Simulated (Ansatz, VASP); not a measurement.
## Two plane-wave programs on Al8N

INCAR

```
SYSTEM = Al8N
ALGO     = Normal         ! electronic algorithm
DIPOL    = 0.5 0.5 0.400
EDIFF    = 1E-6           ! SCF threshold, eV
ENCUT    = 520            ! plane-wave cutoff, eV
GGA      = PE             ! functional
IDIPOL   = 3            
ISIF     = 2              ! what is computed and relaxed
ISMEAR   = 0              ! smearing method
LASPH    = .TRUE.         ! aspherical terms in the spheres
LCHARG   = .FALSE.        ! write CHGCAR
LDIPOL   = .TRUE.       
LREAL    = .FALSE.        ! projectors in reciprocal space
LWAVE    = .FALSE.        ! write WAVECAR
NBANDS   = 24             ! bands
NELM     = 80             ! most SCF steps
PREC     = Accurate       ! precision mode
SIGMA    = 0.1            ! smearing width, eV
```

Contents of KPOINTS:

```
k-points
0
G
  9 9 1
  0 0 0
```

POSCAR

```
Al8N
1.0
    2.8543223330      0.0000000000      0.0000000000
   -1.4271611665      2.4719156510      0.0000000000
    0.0000000000      0.0000000000     33.4760593533
Al N
8 1
Direct
    0.3333333333      0.6666666667      0.1194883770
    0.0000000000      0.0000000000      0.1895622803
    0.6666666667      0.3333333333      0.2596361837
    0.0000000000      0.0000000000      0.3297100869
    0.3333333333      0.6666666667      0.3992195594
    0.0000000000      0.0000000000      0.4696536480
    0.6666666667      0.3333333333      0.5400996810
    0.0000000000      0.0000000000      0.6116627748
    0.2222222222     -0.2222222222      0.6854468476
```

Input for Ansatz:

```yaml
crystal:
  lattice:
    - [2.854322333, 0.0, 0.0]
    - [-1.4271611665, 2.471915651, 0.0]
    - [0.0, 0.0, 33.4760593533]
  atoms:
    - { symbol: Al, position: [0.3333333333, 0.6666666667, 0.119488377] }
    - { symbol: Al, position: [0.0, 0.0, 0.1895622803] }
    - { symbol: Al, position: [0.6666666667, 0.3333333333, 0.2596361837] }
    - { symbol: Al, position: [0.0, 0.0, 0.3297100869] }
    - { symbol: Al, position: [0.3333333333, 0.6666666667, 0.3992195594] }
    - { symbol: Al, position: [0.0, 0.0, 0.469653648] }
    - { symbol: Al, position: [0.6666666667, 0.3333333333, 0.540099681] }
    - { symbol: Al, position: [0.0, 0.0, 0.6116627748] }
    - { symbol: "N", position: [0.2222222222, -0.2222222222, 0.6854468476] }
basis:
  ecutwfc: 420
kpoints:
  mp_grid: { grid: [9, 9, 1] }
hamiltonian:
  xc: pbe
scf:
  occupations: { method: gaussian, width: 0.1 }
output:
  forces: true
  eigenvalues: true
efield:
  axis: 3
  dipole_correction: true
  ramp_width: 0.04
```

Alike in both runs: task single point; functional PBE; k mesh 9 × 9 × 1; occupations gaussian, width 0.1 eV; no spin polarisation.

|  | VASP | Ansatz |
| --- | --- | --- |
| version | VASP 6.6.1 | Ansatz 0.2.0 |
| potentials or method | VASP PAW PBE potentials, release 64 (Al, N), cutoff 520 eV | scalar-relativistic, plane waves, PAW |
| valence electrons in the cell | 29 | 29 |

|  | VASP | Ansatz | Ansatz less VASP |
| --- | --- | --- | --- |
| gap on the k mesh at the Fermi level (eV) | none | none | - |
| rms of the force components (eV/Å) | 0.549 | 0.549 | +0.0004 |

Atom by atom the forces differ by 0.001 eV/Å (rms over components). A gap of «none» marks a metal or a gap that the smearing closes.
